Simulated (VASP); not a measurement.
Wanted: the native input for a VASP 6.6.1 run.

* Task: relaxation of cell and atoms
* Functional: revPBE
* Potentials or basis: VASP PAW PBE potentials, release 64 (W_sv)
* Cutoff: 500 eV
* k mesh: 10 × 10 × 10
* Occupations: fermi-dirac, width 0.05 eV
* Spin: no spin polarisation
* Target pressure: 5 GPa
* Dipole correction: no
* Further INCAR settings: ALGO = Normal; EDIFF = 1e-07; IBRION = 2; EDIFFG = -0.03; NSW = 80; ISIF = 3

The structure of W lies in POSCAR:

```
W
1.0
   -1.5800000000      1.5800000000      1.5800000000
    1.5800000000     -1.5800000000      1.5800000000
    1.5800000000      1.5800000000     -1.5800000000
W
1
Direct
    0.0000000000      0.0000000000      0.0000000000
```

These files were run (other wordings do the same):

INCAR

```
PREC = Accurate
ENCUT = 500
EDIFF = 1E-7
ISMEAR = -1
SIGMA = 0.05
LREAL = False
LASPH = True
NELM = 120
ALGO = Normal
ISIF = 3
LWAVE = False
LCHARG = False
GGA = RE
IBRION = 2
NSW = 80
EDIFFG = -0.03
PSTRESS = 50.0
GGA_COMPAT = False
NELMIN = 4
```

KPOINTS

```
Automatic mesh
0
Gamma
  10 10 10
```

Potentials or basis: VASP PAW PBE potentials, release 64 (W_sv).

Launch:

```console
$ cat potpaw_PBE.64/W_sv/POTCAR > POTCAR
$ mpirun -np 1 vasp_std > vasp.out
```

It gave:

* Relaxed volume: 16.05 Å³/atom
* Relaxed cell: a = 2.753 Å, b = 2.753 Å, c = 2.753 Å, α = 109.47°, β = 109.47°, γ = 109.47°
* Space group after relaxing (to 0.1 Å): Im-3m (No. 229)
* Energy change on relaxing (the run minimises the enthalpy): -13.3 meV/atom
* Ionic steps: 3
* Pressure after relaxing: 4.9 GPa
* Band gap on the k mesh: zero (bands 7 and 8 overlap by 6.28 eV)

Caveat: the cell is relaxed towards a set pressure, so the run minimises the enthalpy, not the energy; the PAW data sets were made with another functional, which shifts forces and pressure a little; spin-orbit coupling is left out, which moves the levels of the heavy elements.

Run time: 9.6 s on 1 thread of AMD EPYC 9R45 96-Core Processor (Zen 5), with other jobs on the host, peak memory 0.1 GiB.
